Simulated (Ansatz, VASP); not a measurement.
**One calculation of Si4Sn, two programs**

The input INCAR:

```
  ALGO = Normal
  EDIFF = 1E-6
  EDIFFG = -0.04
  ENCUT = 600
  GGA = PE
  IBRION = 2
  ISIF = 3
  ISMEAR = 0
  LASPH = True
  LCHARG = False
  LREAL = False
  LWAVE = False
  NELM = 60
  NSW = 90
  PREC = Accurate
  SIGMA = 0.1
```

File KPOINTS:

```
k-points
0
Gamma
  4 4 6
```

Contents of POSCAR:

```
Si4Sn
1.0
    3.4130297300     -4.0930553700      0.0000000000
    3.4130297300      4.0930553700      0.0000000000
    0.0000000000      0.0000000000      3.1100620900
Si Sn
4 1
Direct
    0.7327440800      0.2672559200      0.5000000000
    0.2835574700      0.2835574700      0.0000000000
    0.7164425300      0.7164425300      0.0000000000
    0.2672559200      0.7327440800      0.5000000000
    0.5000000000      0.5000000000      0.5000000000
```

Input for Ansatz:

```yaml
crystal:
  lattice:
    - [3.41302973, -4.09305537, 0.0]
    - [3.41302973, 4.09305537, 0.0]
    - [0.0, 0.0, 3.11006209]
  atoms:
    - { symbol: Si, position: [0.73274408, 0.26725592, 0.5] }
    - { symbol: Si, position: [0.28355747, 0.28355747, 0.0] }
    - { symbol: Si, position: [0.71644253, 0.71644253, 0.0] }
    - { symbol: Si, position: [0.26725592, 0.73274408, 0.5] }
    - { symbol: Sn, position: [0.5, 0.5, 0.5] }
basis:
  ecutwfc: 420
kpoints:
  mp_grid: { grid: [4, 4, 6] }
hamiltonian:
  xc: pbe
scf:
  occupations: { method: gaussian, width: 0.1 }
  lower_state_search: "off"
output:
  forces: true
  stress: true
  eigenvalues: true
relax:
  adjacent_minimum: "off"
  f_tol: 0.04
  max_steps: 70
  cell: { stress_tol: 0.4 }
```

Change from the starting cell: species swapped into the FeCl4 type (Cmmm, No. 65).

Alike in both runs: task relaxation of cell and atoms; functional PBE; k mesh 4 × 4 × 6; occupations gaussian, width 0.1 eV; no spin polarisation.

```csv
,VASP,Ansatz
version,VASP 6.6.1,Ansatz 0.2.0
potentials or method,"VASP PAW PBE potentials, release 64 (Si, Sn_d), cutoff 600 eV","scalar-relativistic, plane waves, PAW"
valence electrons in the cell,30,30
```

|  | VASP | Ansatz | Ansatz less VASP |
| --- | --- | --- | --- |
| gap on the k mesh at the Fermi level, each at its own relaxed structure (eV) | none | none | - |
| relaxed volume (Å³/atom) | 20.71 | 20.73 | +0.025 |
| relaxed cell length with the largest relative difference (Å) | 5.616 | 5.619 | +0.0031 |

A gap of «none» marks a metal or a gap that the smearing closes.

Noted on VASP's run: the volume moved by over 15 % at a fixed basis, so the end points are rough.
